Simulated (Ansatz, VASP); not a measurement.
## Two plane-wave programs on Al

```
CELL_PARAMETERS angstrom
0.00000 2.12518 2.07458
2.12518 0.00000 2.07458
2.12518 2.12518 0.00000
ATOMIC_POSITIONS crystal
Al 0.00000 0.00000 0.00000
```

Change from the starting cell: strain +0.050 along x and y, +0.025 along z, atoms carried along.

Alike in both runs: task single point; functional PBE; k mesh 20 × 20 × 20; occupations gaussian, width 0.15 eV; no spin polarisation.

|  | VASP | Ansatz |
| --- | --- | --- |
| version | VASP 6.6.1 | Ansatz 0.2.0 |
| potentials or method | VASP PAW PBE potentials, release 64 (Al), cutoff 520 eV | scalar-relativistic, plane waves, PAW |
| valence electrons in the cell | 3 | 3 |

```tsv
	VASP	Ansatz	Ansatz less VASP
gap on the k mesh at the Fermi level (eV)	none	none	-
pressure (GPa)	-7.3	-7.3	+0.02
traceless stress, the component that is largest in VASP (GPa)	0.20	0.21	+0.007
```

A gap of «none» marks a metal or a gap that the smearing closes. The functional is the same, so the differences come from potentials, cutoffs and numerics.
